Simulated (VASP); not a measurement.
# Pb (Im-3m) in VASP: a series of runs

The runs below take Pb through relaxation of cell and atoms, single point, with revPBE+D4, PBEsol, PBE.

Everything below comes from runs of VASP 6.6.1. Logs are shortened: lines on timing, memory, paths and dates and some standing lists are left out, and cuts for length are marked.

## (1) The cell of the first run

The structure is cubic, space group Im-3m (No. 229). The conventional cell has a = 3.959 Å, b = 3.959 Å, c = 3.959 Å, α = 90.00°, β = 90.00°, γ = 90.00°. Within 4.5 Å of Pb (site symmetry m-3m) lie 14 Pb at 3.43 to 3.96 Å.

## (2) Relaxation of cell and atoms, revPBE+D4

Contents of INCAR:

```
PREC = Accurate ; ENCUT = 600
EDIFF = 1E-7 ; ISMEAR = -1
SIGMA = 0.05 ; LREAL = False
LASPH = True ; NELM = 100
ALGO = Fast ; ISIF = 3
LWAVE = False ; LCHARG = False
GGA = RE ; IVDW = 13
IBRION = 2 ; NSW = 60
EDIFFG = -0.01
```

Contents of KPOINTS:

```
regular mesh
0
Gamma
  9 9 9
```

Contents of POSCAR:

```
Pb
1.0
   -1.9796595667      1.9796595667      1.9796595667
    1.9796595667     -1.9796595667      1.9796595667
    1.9796595667      1.9796595667     -1.9796595667
Pb
1
Direct
    0.0000000000      0.0000000000      0.0000000000
```

Potentials or basis: VASP PAW PBE potentials, release 64 (Pb_d).

Command:

```
$ cat potpaw_PBE.64/Pb_d/POTCAR > POTCAR
$ mpirun -np 1 vasp_std > vasp.out
```

OUTCAR:

```text
PREC = Accurate
   ENCUT = 600
   EDIFF = 1E-7
   ISMEAR = -1
   LREAL = False
   LASPH = True
   NELM = 100
   ISIF = 3
   GGA = RE
   IVDW = 13
   IBRION = 2
   NSW = 60
   EDIFFG = -0.01

 ion  position               nearest neighbor table
   1  0.000  0.000  0.000-

  LATTYP: Found a body centered cubic cell.
 ALAT       =     3.9593191334

  Lattice vectors:

 A1 = (  -1.9796595667,   1.9796595667,   1.9796595667)
 A2 = (   1.9796595667,  -1.9796595667,   1.9796595667)
 A3 = (   1.9796595667,   1.9796595667,  -1.9796595667)

Analysis of symmetry for initial positions (statically):
=====================================================================
 Subroutine PRICEL returns:
 Original cell was already a primitive cell.

 Routine SETGRP: Setting up the symmetry group for a
 body centered cubic supercell.

 Subroutine GETGRP returns: Found 48 space group operations
 (whereof 48 operations were pure point group operations)
 out of a pool of 48 trial point group operations.

The static configuration has the point symmetry O_h .

Analysis of symmetry for dynamics (positions and initial velocities):
=====================================================================
 Subroutine PRICEL returns:
 Original cell was already a primitive cell.

 Routine SETGRP: Setting up the symmetry group for a
 body centered cubic supercell.

 Subroutine GETGRP returns: Found 48 space group operations
 (whereof 48 operations were pure point group operations)
 out of a pool of 48 trial point group operations.

The dynamic configuration has the point symmetry O_h .

 Subroutine INISYM returns: Found 48 space group operations
 (whereof 48 operations are pure point group operations),
 and found     1 'primitive' translations

----------------------------------------------------------------------------------------

                                     Primitive cell

  volume of cell :      31.0336

  direct lattice vectors                    reciprocal lattice vectors
    -1.979659567  1.979659567  1.979659567     0.000000000  0.252568678  0.252568678
     1.979659567 -1.979659567  1.979659567     0.252568678  0.000000000  0.252568678
     1.979659567  1.979659567 -1.979659567     0.252568678  0.252568678  0.000000000

  length of vectors
     3.428870951  3.428870951  3.428870951     0.357186050  0.357186050  0.357186050

  position of ions in fractional coordinates (direct lattice)
     0.000000000  0.000000000  0.000000000

  ion indices of the primitive-cell ions
   primitive index   ion index
                 1           1

----------------------------------------------------------------------------------------

 KPOINTS: regular mesh

Automatic generation of k-mesh.
 Grid dimensions read from file:
 generate k-points for:    9    9    9

 Generating k-lattice:

  Cartesian coordinates                     Fractional coordinates (reciprocal lattice)
     0.000000000  0.028063186  0.028063186     0.111111111  0.000000000  0.000000000
     0.028063186  0.000000000  0.028063186     0.000000000  0.111111111  0.000000000
     0.028063186  0.028063186  0.000000000     0.000000000  0.000000000  0.111111111

  Length of vectors
     0.039687339  0.039687339  0.039687339

  Shift w.r.t. Gamma in fractional coordinates (k-lattice)
     0.000000000  0.000000000  0.000000000

 Subroutine IBZKPT returns following result:
 ===========================================

 Found     35 irreducible k-points:

 Following reciprocal coordinates:
            Coordinates               Weight
  0.000000  0.000000  0.000000      1.000000
  0.111111  0.000000  0.000000     12.000000
  0.222222  0.000000  0.000000     12.000000
  0.333333  0.000000  0.000000     12.000000
  0.444444  0.000000  0.000000     12.000000
  0.111111  0.111111  0.000000     24.000000
[... 16 lines left out ...]
 -0.333333  0.444444  0.111111     48.000000
 -0.444444 -0.444444  0.111111     24.000000
 [... further k-points ...]
   k-points           NKPTS =     35   k-points in BZ     NKDIM =     35   number of bands    NBANDS=     11
   number of dos      NEDOS =    301   number of ions     NIONS =      1
   total plane-waves  NPLWV =  21952
   dimension x,y,z NGX =    28 NGY =   28 NGZ =   28
   dimension x,y,z NGXF=    56 NGYF=   56 NGZF=   56
   ions per type =               1
   NGX,Y,Z   is equivalent  to a cutoff of  13.58, 13.58, 13.58 a.u.
   NGXF,Y,Z  is equivalent  to a cutoff of  27.15, 27.15, 27.15 a.u.
 SYSTEM =  unknown system
   PREC   = accura    normal or accurate (medium, high low for compatibility)
   ISTART =      0    job   : 0-new  1-cont  2-samecut
   ICHARG =      2    charge: 1-file 2-atom 10-const
   ISPIN  =      1    spin polarized calculation?
   LNONCOLLINEAR =      F non collinear calculations
   LSORBIT =      F    spin-orbit coupling
   LASPH  =      T    aspherical Exc in radial PAW
   ENCUT  =  600.0 eV  44.10 Ry    6.64 a.u.   6.85  6.85  6.85*2*pi/ulx,y,z
   NELM   =    100;   NELMIN=  2; NELMDL= -5     # of ELM steps
   EDIFF  = 0.1E-06   stopping-criterion for ELM
   LREAL  =      F    real-space projection
   EDIFFG = -.1E-01   stopping-criterion for IOM
   NSW    =     60    number of steps for IOM
   IBRION =      2    ionic relax: 0-MD 1-quasi-New 2-CG
   NFREE  =      1    steps in history (QN), initial steepest desc. (CG)
   ISIF   =      3    stress and relaxation
   ISYM   =      2    0-nonsym 1-usesym 2-fastsym
   POTIM  = 0.5000    time-step for ionic-motion
   TEBEG  =    0.0;   TEEND  =   0.0 temperature during run
   PSTRESS=    0.0 pullay stress
   NELECT =      14.0000    total number of electrons
   NUPDOWN=      -1.0000    fix difference up-down
   EMIN   =  10.00;   EMAX   =-10.00  energy-range for DOS
   EFERMI =   0.00;   METHOD = LEGACY
   ISMEAR =    -1;   SIGMA  =   0.05  broadening in eV -4-tet -1-fermi 0-gaus
   EFERMI_NEDOS =   21; number of points for ismear=-14 and -15
   IALGO  =     68    algorithm
   IMIX   =      4    mixing-type and parameters
     AMIX     =   0.40;   BMIX     =  1.00
     AMIX_MAG =   1.60;   BMIX_MAG =  1.00
  volume/ion in A,a.u.               =      31.03       209.42
  Fermi-wavevector in a.u.,A,eV,Ry     =   1.255568  2.372680 21.448927  1.576452
  Thomas-Fermi vector in A             =   2.389319
   LORBIT       =      0    0 simple, 1 ext, 2 COOP (PROOUT), +10 PAW based schemes
   GGA     = RE    functional components
   LHFCALC =     F    Hartree Fock is set to
   AEXX    =    0.0000 exact exchange contribution
   IVDW    =    13    specifies the selected vdW correction
   LEPSILON=     F    determine dielectric tensor
   LRPA    =     F    only Hartree local field effects (RPA)
 conjugate gradient relaxation of ions
 non-spin polarized calculation
 RMM-DIIS sequential band-by-band and
  energy-cutoff  :      600.00
  volume of cell :       31.03
 maximum number of plane-waves:      1055
   NGX = 13   NGY = 13   NGZ = 13

--------------------------------------- Ionic step        1  -------------------------------------------

 number of electron      14.0000002 magnetization

 Free energy of the ion-electron system (eV)
  ---------------------------------------------------
  ext. energy  EPLUGINS =         0.00000000
  ---------------------------------------------------
  free energy    TOTEN  =        -3.17565609 eV

  energy without entropy =       -3.17022541  energy(sigma->0) =       -3.17294075

------------------------ aborting loop because EDIFF is reached ----------------------------------------

  DFT-D4 for vdW energy calculation

  Edisp (eV):   -0.58341

  FORCE on cell =-STRESS in cart. coord.  units (eV):
  Direction    XX          YY          ZZ          XY          YZ          ZX
  --------------------------------------------------------------------------------------
  -------------------------------------------------------------------------------------
  Total      -0.18378    -0.18378    -0.18378     0.00000    -0.00000     0.00000
  in kB      -9.48805    -9.48805    -9.48805     0.00000    -0.00000     0.00000
  external pressure =       -9.49 kB  Pullay stress =        0.00 kB

 VOLUME and BASIS-vectors are now :
 -----------------------------------------------------------------------------
  energy-cutoff  :      600.00
  volume of cell :       31.03
      direct lattice vectors                 reciprocal lattice vectors
    -1.979659567  1.979659567  1.979659567     0.000000000  0.252568678  0.252568678
     1.979659567 -1.979659567  1.979659567     0.252568678  0.000000000  0.252568678
     1.979659567  1.979659567 -1.979659567     0.252568678  0.252568678  0.000000000
[... 40 lines left out ...]
 POSITION                                       TOTAL-FORCE (eV/Angst)
 -----------------------------------------------------------------------------------
      1.96211      1.96211     -1.96211         0.000000      0.000000     -0.000000
 -----------------------------------------------------------------------------------
    total drift:                                0.000000      0.000000     -0.000000

  FREE ENERGIE OF THE ION-ELECTRON SYSTEM (eV)
  ---------------------------------------------------
  free  energy   TOTEN  =        -3.7613616943 eV

  energy  without entropy=       -3.7569377137  energy(sigma->0) =       -3.75914970

--------------------------------------- Ionic step        3  -------------------------------------------

 number of electron      14.0000004 magnetization

 Free energy of the ion-electron system (eV)
  ---------------------------------------------------
  ext. energy  EPLUGINS =         0.00000000
  ---------------------------------------------------
  free energy    TOTEN  =        -3.16420225 eV

  energy without entropy =       -3.15970383  energy(sigma->0) =       -3.16195304

 E-fermi :   7.4333     XC(G=0): -10.1267

 val. band max:        7.3050823745   @ k =   0.3333   0.2222   0.0000
 cond. band min:       7.5526971800   @ k =   0.2222   0.2222   0.1111
 fundamental gap:      0.2476148055
 Fermi energy:         7.4332970864

 k-point     1 :       0.0000    0.0000    0.0000
  band No.  band energies     occupation
      1      -9.8084      2.00000
      2      -9.8084      2.00000
      3      -9.8084      2.00000
      4      -9.5696      2.00000
      5      -9.5696      2.00000
      6      -4.3785      2.00000
      7      15.0578      0.00000
      8      15.0578      0.00000
      9      15.0578      0.00000
     10      18.4763      0.00000
     11      18.4794      0.00000

 k-point     2 :       0.1111    0.0000    0.0000
  band No.  band energies     occupation
      1      -9.8184      2.00000
      2      -9.7967      2.00000
      3      -9.7650      2.00000
      4      -9.5804      2.00000
      5      -9.5705      2.00000
      6      -4.1267      2.00000
      7      12.8023      0.00000
      8      14.2651      0.00000
      9      14.7121      0.00000
     10      17.2622      0.00000
     11      17.9348      0.00000
[... 295 lines left out ...]
 k-point    24 :      -0.4444   -0.4444    0.1111
  band No.  band energies     occupation
      1      -9.8065      2.00000
      2      -9.7526      2.00000
      3      -9.6515      2.00000
      4      -9.5880      2.00000
      5      -9.4480      2.00000
      6      -0.0065      2.00000
      7       4.1151      2.00000
      8       8.0722      0.00001
      9      12.0050      0.00000
     10      16.2545      0.00000
     11      17.6778      0.00000

 [... further k-points ...]

------------------------ aborting loop because EDIFF is reached ----------------------------------------

  DFT-D4 for vdW energy calculation

  Edisp (eV):   -0.59719

  FORCE on cell =-STRESS in cart. coord.  units (eV):
  Direction    XX          YY          ZZ          XY          YZ          ZX
  --------------------------------------------------------------------------------------
  -------------------------------------------------------------------------------------
  Total       0.00838     0.00838     0.00838    -0.00000    -0.00000    -0.00000
  in kB       0.44300     0.44300     0.44300    -0.00000    -0.00000    -0.00000
  external pressure =        0.44 kB  Pullay stress =        0.00 kB

 VOLUME and BASIS-vectors are now :
 -----------------------------------------------------------------------------
  energy-cutoff  :      600.00
  volume of cell :       30.29
      direct lattice vectors                 reciprocal lattice vectors
    -1.963763842  1.963763842  1.963763842     0.000000000  0.254613100  0.254613100
     1.963763842 -1.963763842  1.963763842     0.254613100  0.000000000  0.254613100
     1.963763842  1.963763842 -1.963763842     0.254613100  0.254613100  0.000000000

 POSITION                                       TOTAL-FORCE (eV/Angst)
 -----------------------------------------------------------------------------------
     -0.00000      0.00000      0.00000        -0.000000      0.000000      0.000000
 -----------------------------------------------------------------------------------
    total drift:                                0.000000      0.000000     -0.000000

  FREE ENERGIE OF THE ION-ELECTRON SYSTEM (eV)
  ---------------------------------------------------
  free  energy   TOTEN  =        -3.7613920778 eV

  energy  without entropy=       -3.7568936589  energy(sigma->0) =       -3.75914287

 reached required accuracy - stopping structural energy minimisation
```

Wall time 34 s (1 thread of Intel Xeon 6975P-C, shared host); peak memory 0.17 GiB.

Results:

* Free energy: -3.7614 eV
* Relaxed volume: 30.29 Å³/atom
* Relaxed cell: a = 3.401 Å, b = 3.401 Å, c = 3.401 Å, α = 109.47°, β = 109.47°, γ = 109.47°
* Space group after relaxing (to 0.05 Å): Im-3m (No. 229)
* Energy gained by relaxing: 2.3 meV/atom
* Ionic steps: 3
* Pressure after relaxing: 0.0 GPa
* Band gap on the k mesh: zero (band 7 reaches 15.06 eV, above the bottom of band 8 at 5.32 eV)
* Dispersion energy per atom: -0.597 eV

Step by step:
```csv
step,energy change (eV),largest force (eV/Å),pressure (GPa),volume (Å³)
1,0.0000,0.0000,-0.95,31.03
2,-0.0023,0.0000,0.12,30.22
3,-0.0023,0.0000,0.04,30.29
```

Final structure:
```
Pb
1.0
    -1.96376    1.96376    1.96376
     1.96376   -1.96376    1.96376
     1.96376    1.96376   -1.96376
Pb
1
Direct
  0.00000 0.00000 0.00000
```

Caveat: the PAW data sets were made with another functional, which shifts forces and pressure a little; spin-orbit coupling is left out, which moves the levels of the heavy elements; pairwise dispersion overbinds metals, which lowers pressure and volume.

(Part 1 of 3 ends here.)
